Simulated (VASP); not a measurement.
Input of a VASP 6.6.1 run:

INCAR

```
SYSTEM = B5As2
PREC     = Accurate       ! precision mode
ENCUT    = 500            ! plane-wave cutoff, eV
EDIFF    = 1E-7           ! SCF threshold, eV
ISMEAR   = 0              ! smearing method
SIGMA    = 0.2            ! smearing width, eV
LREAL    = .False.        ! projectors in reciprocal space
LASPH    = .True.         ! aspherical terms in the spheres
NELM     = 120            ! most SCF steps
ALGO     = Normal         ! electronic algorithm
ISIF     = 3              ! what is computed and relaxed
LWAVE    = .False.        ! write WAVECAR
LCHARG   = .False.        ! write CHGCAR
GGA      = PE             ! functional
IBRION   = 2              ! ionic algorithm
NSW      = 36             ! ionic steps
EDIFFG   = -0.08          ! ionic threshold
GGA_COMPAT= .False.      
NELMIN   = 4
```

File KPOINTS:

```
regular mesh
0
Gamma
  5 5 3
  0 0 0
```

File POSCAR:

```
B5As2
1.0
    4.0591232900      0.0000000000      0.0000000000
   -2.0295616400      3.5153038800      0.0000000000
    0.0000000000      0.0000000000      6.5205298400
B As
5 2
Direct
    0.4909635400      0.0000000000      0.0000000000
    0.0000000000      0.4909635400      0.0000000000
    0.5090364600      0.5090364600      0.0000000000
    0.0000000000      0.0000000000      0.8151454600
    0.0000000000      0.0000000000      0.1848545400
    0.0000000000      0.0000000000      0.5000000000
    0.0000000000      0.0000000000      0.0000000000
```

Potentials or basis: VASP PAW PBE potentials, release 64 (B, As).

The run is started by

```sh
$ cat potpaw_PBE.64/B/POTCAR potpaw_PBE.64/As/POTCAR > POTCAR
$ mpirun -np 1 vasp_std > vasp.out
```

Task: Estimate the space group after relaxing (to 0.1 Å).

Result: P6/mmm (No. 191).

Task: What does it give for the relaxed volume?

Result: 17.25 Å³/atom.

Task: Predict the band gap on the k mesh.

Result: Zero (an odd number of electrons rules out a gap without spin polarisation).

Forces in eV/Å, atoms in the order of the input:
```
B   -0.001  0.000  0.000
B    0.001 -0.001  0.000
B    0.001  0.001  0.000
B    0.000  0.000  0.017
B    0.000  0.000 -0.017
As   0.000  0.000  0.000
As   0.000  0.000  0.000
```

Caveat: the volume moved by over 15 % at a fixed basis, so the end points are rough.
